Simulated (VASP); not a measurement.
Write the native input for VASP 6.6.1 that does the following.

```
Task                   : single point
Functional             : PBE
Potentials or basis    : VASP PAW PBE potentials, release 64 (As, Se)
Cutoff                 : 520 eV
k mesh                 : 4 × 4 × 4
Occupations            : gaussian, width 0.1 eV
Spin                   : no spin polarisation
Dipole correction      : no
Further INCAR settings : ALGO = Normal; EDIFF = 1e-06; NBANDS = 33
```

The structure of AsSe3 lies in POSCAR:

```
AsSe3
1.0
    0.0000000000      5.0893409290      5.0893409290
    5.0893409290      0.0000000000      5.0893409290
    5.0893409290      5.0893409290      0.0000000000
As Se
2 6
Direct
    0.0000000000      0.0000000000      0.0000000000
    0.5000000000      0.5000000000      0.5000000000
    0.7499954641      0.2500045359      0.2500045359
    0.2500045359      0.7499954641      0.2500045359
    0.2500045359      0.7499954641      0.7499954641
    0.7499954641      0.2500045359      0.7499954641
    0.2500045359      0.2500045359      0.7499954641
    0.7499954641      0.7499954641      0.2500045359
```

The cell was built from a structure type or drawn by symmetry, and may not be a known phase.

The input as run:

INCAR

```
SYSTEM = AsSe3
PREC = Accurate ; ENCUT = 520
EDIFF = 1E-6 ; ISMEAR = 0
SIGMA = 0.1 ; LREAL = .FALSE.
LASPH = .TRUE. ; NELM = 60
ALGO = Normal ; ISIF = 2
LWAVE = .FALSE. ; LCHARG = .FALSE.
GGA = PE ; NBANDS = 33
```

KPOINTS

```
Automatic mesh
0
G
  4 4 4
  0 0 0
```

Potentials or basis: VASP PAW PBE potentials, release 64 (As, Se).

Launch:

```bash
$ cat potpaw_PBE.64/As/POTCAR potpaw_PBE.64/Se/POTCAR > POTCAR
$ mpirun -np 1 vasp_std > vasp.out
```

Results of the run:

```yaml
Pressure: 0.1 GPa
Band_gap_on_the_k_mesh: zero (bands 23 and 24 overlap by 0.58 eV)
```

Wall time 69 s on 1 thread of AMD EPYC 7R13 Processor (Zen 3), with other jobs on the host, peak memory 0.38 GiB.
